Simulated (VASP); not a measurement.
Bi:

```
Bi
1.0
     3.55798    0.00000    0.00000
    -1.77899    3.08130    0.00000
     0.00000    0.00000   11.62037
Bi
4
Direct
  0.00000 0.00000 0.00000
  0.00000 0.00000 0.50000
  0.33333 0.66667 0.25000
  0.66667 0.33333 0.75000
```

This isn't the form of Bi at room conditions, which is rhombohedral.

```yaml
Program: VASP 6.6.1
Task: relaxation of cell and atoms
Functional: r2SCAN
Potentials_or_basis: VASP PAW PBE potentials, release 64 (Bi_d)
Cutoff: 600 eV
k_mesh: 10 × 10 × 3
Occupations: fermi-dirac, width 0.1 eV
Spin: no spin polarisation
```

At the start: pressure -1.0 GPa; volume 31.85 Å³/atom.

Question: How do energy, volume and symmetry change on relaxing?

Answer: Over 8 steps the energy falls by 4.4 meV/atom and the volume is 31.31 Å³/atom (-1.7 %); space group P6_3/mmc (No. 194, to 0.1 Å) before and after.

Step by step:
```
step  energy change (eV)  largest force (eV/Å)  pressure (GPa)  volume (Å³)
   1              0.0000                0.0000           -1.03       127.40
   2             -0.0120                0.0000            0.66       123.66
   3             -0.0132                0.0000            0.25       124.50
   4             -0.0167                0.0000            0.14       124.80
   5             -0.0174                0.0000            0.06       125.03
   6             -0.0174                0.0000            0.06       125.01
   7             -0.0174                0.0000            0.06       125.00
   8             -0.0174                0.0000           -0.03       125.23
```

Final structure:
```
Bi
1.0
     3.50752    0.00000    0.00000
    -1.75376    3.03760    0.00000
     0.00000    0.00000   11.75360
Bi
4
Direct
  0.00000 0.00000 0.00000
  0.00000 0.00000 0.50000
  0.33333 0.66667 0.25000
  0.66667 0.33333 0.75000
```

Caveat: the PAW data sets were made with another functional, which shifts forces and pressure a little.
